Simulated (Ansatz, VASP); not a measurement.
Two plane-wave programs on Si3Sn

```
Si Sn
1.0
     2.82524    0.00000    0.00000
    -1.41262    2.44673    0.00000
     0.00000    0.00000   10.65585
Si Sn
3 1
Direct
  0.33333 0.66667 0.00000
  0.66667 0.33333 0.25000
  0.66667 0.33333 0.75000
  0.33333 0.66667 0.50000
```

Alike in both runs: task single point; functional PBE; k mesh 6 × 6 × 2; occupations gaussian, width 0.1 eV; no spin polarisation.

|  | VASP | Ansatz |
| --- | --- | --- |
| version | VASP 6.6.1 | Ansatz 0.2.0 |
| potentials or method | VASP PAW PBE potentials, release 64 (Si, Sn_d), cutoff 520 eV | scalar-relativistic, plane waves, PAW |
| valence electrons in the cell | 26 | 26 |

|  | VASP | Ansatz | Ansatz less VASP |
| --- | --- | --- | --- |
| gap on the k mesh at the Fermi level (eV) | none | none | - |
| pressure (GPa) | 5.3 | 5.4 | +0.02 |
| traceless stress, the component that is largest in VASP (GPa) | -0.40 | -0.42 | -0.017 |
| rms of the force components (eV/Å) | 0.367 | 0.367 | +0.0002 |

Atom by atom the forces differ by 0.000 eV/Å (rms over components). A gap of «none» marks a metal or a gap that the smearing closes.

The k mesh is coarse, so the values compare programs but aren't converged.
